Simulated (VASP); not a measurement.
A run of VASP 6.6.1 is set up as follows.

File INCAR:

```
PREC     = Accurate       # precision mode
ENCUT    = 520            # plane-wave cutoff, eV
EDIFF    = 1E-6           # SCF threshold, eV
ISMEAR   = 0              # smearing method
SIGMA    = 0.1            # smearing width, eV
LREAL    = F              # projectors in reciprocal space
LASPH    = T              # aspherical terms in the spheres
NELM     = 100            # most SCF steps
ALGO     = Normal         # electronic algorithm
ISIF     = 2              # what is computed and relaxed
LWAVE    = F              # write WAVECAR
LCHARG   = T              # write CHGCAR
GGA      = PE             # functional
LELF     = T              # ELF
LVHAR    = T            
NBANDS   = 11             # bands
```

Contents of KPOINTS:

```
Automatic mesh
0
Gamma
  13 13 13
```

Contents of POSCAR:

```
BN
1.0
    0.0000000000      3.4953158300      2.1660912400
    1.2516321000      0.0000000000      2.1660912400
    1.2516321000      3.4953158300      0.0000000000
N B
1 1
Direct
    0.6666513400      0.6666513400      0.3333486600
    0.0000486500      0.0000486500      0.9999513500
```

Potentials or basis: VASP PAW PBE potentials, release 64 (N, B).

Command:

```bash
$ cat potpaw_PBE.64/N/POTCAR potpaw_PBE.64/B/POTCAR > POTCAR
$ mpirun -np 1 vasp_std > vasp.out
```

Problem. Predict the pressure.

Solution. 3.3 GPa.

Problem. Predict the largest force.

Solution. 0.010 eV/Å.

Forces on the atoms (eV/Å):
```
N    0.000  0.000 -0.010
B    0.000  0.000  0.010
```
